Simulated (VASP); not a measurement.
# Si (Ia-3) in VASP: notebook

The runs below take Si through single point, with PBE.

All numbers are computed with VASP 6.6.1; they aren't measurements. Logs are shortened: lines on timing, memory, paths and dates and some standing lists are left out, and cuts for length are marked.

### Step 1. The cell of the first run

It takes space group Ia-3 (No. 206, cubic). Conventional cell: a = 6.477 Å, b = 6.477 Å, c = 6.477 Å, α = 90.00°, β = 90.00°, γ = 90.00°. Si (site symmetry 3) has 4 Si at 2.28 to 2.33 Å within 3.0 Å.

### Step 2. Single point, PBE (16.98 Å³/atom)

Contents of INCAR:

```
SYSTEM = Si
  ALGO = Normal
  EDIFF = 1E-6
  ENCUT = 520
  GGA = PE
  ISIF = 2
  ISMEAR = 0
  LASPH = .True.
  LCHARG = .True.
  LELF = .True.
  LREAL = .False.
  LVHAR = .True.
  LWAVE = .False.
  NBANDS = 26
  NELM = 80
  PREC = Accurate
  SIGMA = 0.15
```

Contents of KPOINTS:

```
k-points
0
Gamma
  10 10 10
  0 0 0
```

Contents of POSCAR:

```
Si
1.0
   -3.2382772938      3.2382772938      3.2382772938
    3.2382772938     -3.2382772938      3.2382772938
    3.2382772938      3.2382772938     -3.2382772938
Si
8
Direct
    0.2028545115      0.2028545115      0.2028545115
    0.5000000000      0.0000000000      0.2971454885
    0.2971454885      0.5000000000      0.0000000000
    0.0000000000      0.2971454885      0.5000000000
    0.7971454885      0.7971454885      0.7971454885
    0.5000000000      0.0000000000      0.7028545115
    0.7028545115      0.5000000000      0.0000000000
    0.0000000000      0.7028545115      0.5000000000
```

Potentials or basis: VASP PAW PBE potentials, release 64 (Si).

On the command line:

```console
cat potpaw_PBE.64/Si/POTCAR > POTCAR
mpirun -np 1 vasp_std > vasp.out
```

OUTCAR:

```text
SYSTEM = Si
   EDIFF = 1E-6
   ENCUT = 520
   GGA = PE
   ISIF = 2
   ISMEAR = 0
   LASPH = .True.
   LREAL = .False.
   NELM = 80
   PREC = Accurate

 ion  position               nearest neighbor table
   1  0.203  0.203  0.203-   5 2.28   3 2.33   4 2.33   2 2.33
   2  0.500  0.000  0.297-   6 2.28   4 2.33   1 2.33   3 2.33
   3  0.297  0.500  0.000-   7 2.28   1 2.33   4 2.33   2 2.33
   4  0.000  0.297  0.500-   8 2.28   3 2.33   1 2.33   2 2.33
   5  0.797  0.797  0.797-   1 2.28   6 2.33   7 2.33   8 2.33
   6  0.500  0.000  0.703-   2 2.28   5 2.33   8 2.33   7 2.33
   7  0.703  0.500  0.000-   3 2.28   5 2.33   8 2.33   6 2.33
   8  0.000  0.703  0.500-   4 2.28   5 2.33   6 2.33   7 2.33

  LATTYP: Found a body centered cubic cell.
 ALAT       =     6.4765545876

  Lattice vectors:

 A1 = (  -3.2382772938,   3.2382772938,   3.2382772938)
 A2 = (   3.2382772938,  -3.2382772938,   3.2382772938)
 A3 = (   3.2382772938,   3.2382772938,  -3.2382772938)

Analysis of symmetry for initial positions (statically):
=====================================================================
 Subroutine PRICEL returns:
 Original cell was already a primitive cell.

 Routine SETGRP: Setting up the symmetry group for a
 body centered cubic supercell.

 Subroutine GETGRP returns: Found 24 space group operations
 (whereof  6 operations were pure point group operations)
 out of a pool of 48 trial point group operations.

The static configuration has the point symmetry S_6 .
 The point group associated with its full space group is T_h .

Analysis of symmetry for dynamics (positions and initial velocities):
=====================================================================
 Subroutine PRICEL returns:
 Original cell was already a primitive cell.

 Routine SETGRP: Setting up the symmetry group for a
 body centered cubic supercell.

 Subroutine GETGRP returns: Found 24 space group operations
 (whereof  6 operations were pure point group operations)
 out of a pool of 48 trial point group operations.

The dynamic configuration has the point symmetry S_6 .
 The point group associated with its full space group is T_h .

 Subroutine INISYM returns: Found 24 space group operations
 (whereof  6 operations are pure point group operations),
 and found     1 'primitive' translations

----------------------------------------------------------------------------------------

[... 104 lines left out ...]
   EDIFF  = 0.1E-05   stopping-criterion for ELM
   LREAL  =      F    real-space projection
   EDIFFG = 0.1E-04   stopping-criterion for IOM
   NSW    =      0    number of steps for IOM
   IBRION =     -1    ionic relax: 0-MD 1-quasi-New 2-CG
   NFREE  =      0    steps in history (QN), initial steepest desc. (CG)
   ISIF   =      2    stress and relaxation
   ISYM   =      2    0-nonsym 1-usesym 2-fastsym
   POTIM  = 0.5000    time-step for ionic-motion
   TEBEG  =    0.0;   TEEND  =   0.0 temperature during run
   PSTRESS=    0.0 pullay stress
   NELECT =      32.0000    total number of electrons
   NUPDOWN=      -1.0000    fix difference up-down
   EMIN   =  10.00;   EMAX   =-10.00  energy-range for DOS
   EFERMI =   0.00;   METHOD = LEGACY
   ISMEAR =     0;   SIGMA  =   0.15  broadening in eV -4-tet -1-fermi 0-gaus
   EFERMI_NEDOS =   21; number of points for ismear=-14 and -15
   IALGO  =     38    algorithm
   IMIX   =      4    mixing-type and parameters
     AMIX     =   0.40;   BMIX     =  1.00
     AMIX_MAG =   1.60;   BMIX_MAG =  1.00
  volume/ion in A,a.u.               =      16.98       114.58
  Fermi-wavevector in a.u.,A,eV,Ry     =   1.011092  1.910687 13.909339  1.022308
  Thomas-Fermi vector in A             =   2.144121
   LORBIT       =      0    0 simple, 1 ext, 2 COOP (PROOUT), +10 PAW based schemes
   GGA     = PE    functional components
   LHFCALC =     F    Hartree Fock is set to
   AEXX    =    0.0000 exact exchange contribution
   IVDW    =     0    specifies the selected vdW correction
   LEPSILON=     F    determine dielectric tensor
   LRPA    =     F    only Hartree local field effects (RPA)
 non-spin polarized calculation
 Gauss-broadening in eV      SIGMA  =   0.15
  energy-cutoff  :      520.00
  volume of cell :      135.83
 maximum number of plane-waves:      3677
 NGX is ok and might be reduce to    42
   NGX = 21   NGY = 21   NGZ = 21

 number of electron      31.9999996 magnetization

 Free energy of the ion-electron system (eV)
  ---------------------------------------------------
  ext. energy  EPLUGINS =         0.00000000
  ---------------------------------------------------
  free energy    TOTEN  =       -41.81711538 eV

  energy without entropy =      -41.80824041  energy(sigma->0) =      -41.81267790

 E-fermi :   7.9224     XC(G=0): -10.2582

 val. band max:        7.8375281664   @ k =   0.5000   0.5000   0.4000
 cond. band min:       7.9480038382   @ k =  -0.4000  -0.4000   0.2000
 fundamental gap:      0.1104756718
 Fermi energy:         7.9223912160

 k-point     1 :       0.0000    0.0000    0.0000
  band No.  band energies     occupation
      1      -5.3199      2.00000
      2      -0.5441      2.00000
      3      -0.2640      2.00000
      4      -0.2640      2.00000
      5      -0.2640      2.00000
      6       1.2663      2.00000
[... 685 lines left out ...]
     25      13.0110      0.00000
     26      13.2956      0.00000

 [... further k-points ...]
[... 5 lines left out ...]
  --------------------------------------------------------------------------------------
  -------------------------------------------------------------------------------------
  Total        8.0027044      8.0027044      8.0027044     -0.0000000      0.0000000      0.0000000
  in kB       94.3941897     94.3941897     94.3941897     -0.0000000      0.0000000      0.0000000
  external PRESSURE =      94.3941897 kB  Pullay stress =       0.0000000 kB

 VOLUME and BASIS-vectors are now :
 -----------------------------------------------------------------------------
  energy-cutoff  :      520.00
  volume of cell :      135.83
      direct lattice vectors                 reciprocal lattice vectors
    -3.238277294  3.238277294  3.238277294     0.000000000  0.154403084  0.154403084
     3.238277294 -3.238277294  3.238277294     0.154403084  0.000000000  0.154403084
     3.238277294  3.238277294 -3.238277294     0.154403084  0.154403084  0.000000000

 POSITION                                       TOTAL-FORCE (eV/Angst)
 -----------------------------------------------------------------------------------
      0.65690      0.65690      0.65690         0.243990      0.243990      0.243990
     -0.65690      2.58138      0.65690        -0.243990     -0.243990      0.243990
      0.65690     -0.65690      2.58138         0.243990     -0.243990     -0.243990
      2.58138      0.65690     -0.65690        -0.243990      0.243990     -0.243990
      2.58138      2.58138      2.58138        -0.243990     -0.243990     -0.243990
      0.65690      3.89518     -0.65690         0.243990      0.243990     -0.243990
     -0.65690      0.65690      3.89518        -0.243990      0.243990      0.243990
      3.89518     -0.65690      0.65690         0.243990     -0.243990      0.243990
 -----------------------------------------------------------------------------------
    total drift:                               -0.000000     -0.000000     -0.000000

  FREE ENERGIE OF THE ION-ELECTRON SYSTEM (eV)
  ---------------------------------------------------
  free  energy   TOTEN  =       -41.8171153834 eV

  energy  without entropy=      -41.8082404148  energy(sigma->0) =      -41.81267790
```

OSZICAR:

```text
N       E                     dE             d eps       ncg     rms          rms(c)
DAV:   1     0.609088104221E+02    0.60909E+02   -0.12292E+04  3172   0.103E+03
DAV:   2    -0.376624238020E+02   -0.98571E+02   -0.90319E+02  3946   0.148E+02
DAV:   3    -0.425221069128E+02   -0.48597E+01   -0.47460E+01  4174   0.294E+01
DAV:   4    -0.425937020855E+02   -0.71595E-01   -0.71304E-01  3976   0.441E+00
DAV:   5    -0.425949005644E+02   -0.11985E-02   -0.11972E-02  4150   0.521E-01    0.104E+01
DAV:   6    -0.419969888492E+02    0.59791E+00   -0.41120E-01  3942   0.276E+00    0.622E+00
DAV:   7    -0.418227503720E+02    0.17424E+00   -0.55305E-01  3946   0.309E+00    0.832E-01
DAV:   8    -0.418171858653E+02    0.55645E-02   -0.81956E-02  3700   0.139E+00    0.402E-01
DAV:   9    -0.418176821845E+02   -0.49632E-03   -0.41893E-03  3862   0.359E-01    0.179E-01
DAV:  10    -0.418171368900E+02    0.54529E-03   -0.83267E-04  3908   0.148E-01    0.543E-02
DAV:  11    -0.418171200682E+02    0.16822E-04   -0.34618E-04  3936   0.773E-02    0.360E-02
DAV:  12    -0.418171167806E+02    0.32875E-05   -0.36144E-05  3684   0.289E-02    0.193E-02
DAV:  13    -0.418171152895E+02    0.14912E-05   -0.32852E-06  3732   0.792E-03    0.387E-03
DAV:  14    -0.418171153834E+02   -0.93887E-07   -0.34372E-07  1970   0.288E-03
   1 F= -.41817115E+02 E0= -.41812678E+02  d E =-.887497E-02
```

It took 6.3 min on 1 thread of Intel Xeon 8259CL, shared host; peak memory 0.34 GiB.

What came out:

| Property | Result |
| --- | --- |
| Free energy | -41.8171 eV |
| Pressure | 9.4 GPa |
| Largest force | 0.423 eV/Å |
| Band gap on the k mesh | zero (bands 16 and 17 overlap by 0.20 eV) |

Forces on the atoms (eV/Å):
```
Si   0.244  0.244  0.244
Si  -0.244 -0.244  0.244
Si   0.244 -0.244 -0.244
Si  -0.244  0.244 -0.244
Si  -0.244 -0.244 -0.244
Si   0.244  0.244 -0.244
Si  -0.244  0.244  0.244
Si   0.244 -0.244  0.244
```

Caveat: the cell stands under pressure; semilocal functionals underestimate gaps, and a narrow one can read as zero.

### Step 3. Single point, PBE (17.47 Å³/atom)

This run uses another cell than the first one, of 17.47 Å³/atom.

Contents of INCAR:

```
ALGO = Normal
EDIFF = 1E-6
ENCUT = 520
GGA = PE
ISIF = 2
ISMEAR = 0
LASPH = True
LCHARG = True
LELF = True
LREAL = False
LVHAR = True
LWAVE = False
NBANDS = 26
NELM = 80
PREC = Accurate
SIGMA = 0.15
```

Contents of KPOINTS:

```
k-points
0
Gamma
  10 10 10
```

Edit POSCAR of step 2 so:

```diff
@@ -2,5 +2,5 @@
 1.0
-   -3.2382772938      3.2382772938      3.2382772938
-    3.2382772938     -3.2382772938      3.2382772938
-    3.2382772938      3.2382772938     -3.2382772938
+   -3.2692584365      3.2692584365      3.2692584365
+    3.2692584365     -3.2692584365      3.2692584365
+    3.2692584365      3.2692584365     -3.2692584365
 Si
```

Potentials or basis: VASP PAW PBE potentials, release 64 (Si).

On the command line:

```console
cat potpaw_PBE.64/Si/POTCAR > POTCAR
mpirun -np 1 vasp_std > vasp.out
```

It took 5.3 min on 1 thread of Intel Xeon 8259CL, shared host; peak memory 0.34 GiB.

It converged, with:

| Item | Value |
| --- | --- |
| Free energy | -42.0035 eV |
| Pressure | 5.8 GPa |
| Largest force | 0.269 eV/Å |
| Band gap on the k mesh | zero (bands 16 and 17 overlap by 0.16 eV) |

Forces in eV/Å, atoms in the order of the input:
```
Si   0.155  0.155  0.155
Si  -0.155 -0.155  0.155
Si   0.155 -0.155 -0.155
Si  -0.155  0.155 -0.155
Si  -0.155 -0.155 -0.155
Si   0.155  0.155 -0.155
Si  -0.155  0.155  0.155
Si   0.155 -0.155  0.155
```

Levels at points of the mesh, in eV from the Fermi level:
| k point | band 14 | band 15 | band 16 | band 17 | band 18 | band 19 |
| --- | --- | --- | --- | --- | --- | --- |
| (0.00, 0.00, 0.00) | -1.48 | -1.48 | -0.87 | 1.71 | 1.71 | 1.71 |
| (0.50, 0.00, 0.00) | -2.23 | -1.36 | -1.36 | 0.38 | 0.38 | 2.10 |
| (0.50, 0.50, 0.50) | -0.55 | 0.20 | 0.20 | 0.20 | 2.98 | 2.98 |

Caveat: the cell stands under pressure; semilocal functionals underestimate gaps, and a narrow one can read as zero.

### Step 4. Single point, PBE (17.96 Å³/atom)

This run uses another cell than the first one, of 17.96 Å³/atom.

Contents of INCAR:

```
SYSTEM = Si
  PREC = Accurate
  ENCUT = 520
  EDIFF = 1E-6
  ISMEAR = 0
  SIGMA = 0.15
  LREAL = .False.
  LASPH = .True.
  NELM = 80
  ALGO = Normal
  ISIF = 2
  LWAVE = .False.
  LCHARG = .False.
  GGA = PE
  NBANDS = 26
```

Contents of KPOINTS:

```
Automatic mesh
0
Gamma
  10 10 10
  0 0 0
```

Edit POSCAR of step 3 so:

```diff
@@ -2,5 +2,5 @@
 1.0
-   -3.2692584365      3.2692584365      3.2692584365
-    3.2692584365     -3.2692584365      3.2692584365
-    3.2692584365      3.2692584365     -3.2692584365
+   -3.2996632653      3.2996632653      3.2996632653
+    3.2996632653     -3.2996632653      3.2996632653
+    3.2996632653      3.2996632653     -3.2996632653
 Si
```

On the command line:

```console
cat potpaw_PBE.64/Si/POTCAR > POTCAR
mpirun -np 1 vasp_std > vasp.out
```

Wall time 5.7 min (1 thread of Intel Xeon 8259CL, shared host); peak memory 0.4 GiB.

Results (log left out):

```yaml
Free_energy: -42.1066 eV
Pressure: 2.7 GPa
Largest_force: 0.129 eV/Å
Band_gap_on_the_k_mesh: zero (bands 16 and 17 overlap by 0.14 eV)
```

Forces in eV/Å, atoms in the order of the input:
```
Si   0.074  0.074  0.074
Si  -0.074 -0.074  0.074
Si   0.074 -0.074 -0.074
Si  -0.074  0.074 -0.074
Si  -0.074 -0.074 -0.074
Si   0.074  0.074 -0.074
Si  -0.074  0.074  0.074
Si   0.074 -0.074  0.074
```

Levels at points of the mesh, in eV from the Fermi level:
```
           k point  band 13  band 14  band 15  band 16  band 17  band 18  band 19  band 20
(0.00, 0.00, 0.00)    -4.15    -1.47    -1.47    -0.86     1.70     1.70     1.70     3.74
(0.50, 0.00, 0.00)    -2.18    -2.18    -1.34    -1.34     0.40     0.40     2.06     2.06
(0.50, 0.50, 0.50)    -2.62    -0.56     0.18     0.18     0.18     2.92     2.92     2.92
```

Caveat: semilocal functionals underestimate gaps, and a narrow one can read as zero.

### Step 5. Overview

| cell | gap on the mesh (eV) | pressure (GPa) | largest force (eV/Å) |
| --- | --- | --- | --- |
| a = 5.609 Å, angles 109.5°, 8 atoms | none | 9.4 | 0.42 |
| a = 5.663 Å, angles 109.5°, 8 atoms | none | 5.8 | 0.27 |
| a = 5.715 Å, angles 109.5°, 8 atoms | none | 2.7 | 0.13 |

Alike in all rows: task single point; level PBE; potentials or basis VASP PAW PBE potentials, release 64 (Si); no spin polarisation; k mesh 10 × 10 × 10; cutoff (eV) 520; smearing gaussian 0.15 eV.

Caveats: semilocal functionals underestimate gaps, and a narrow one can read as zero; the cell stands under pressure (at least some runs).

Absolute energies hang on the potentials; compare differences alone.

The gap in the log of VASP goes by the Fermi energy; the results here count the filled bands.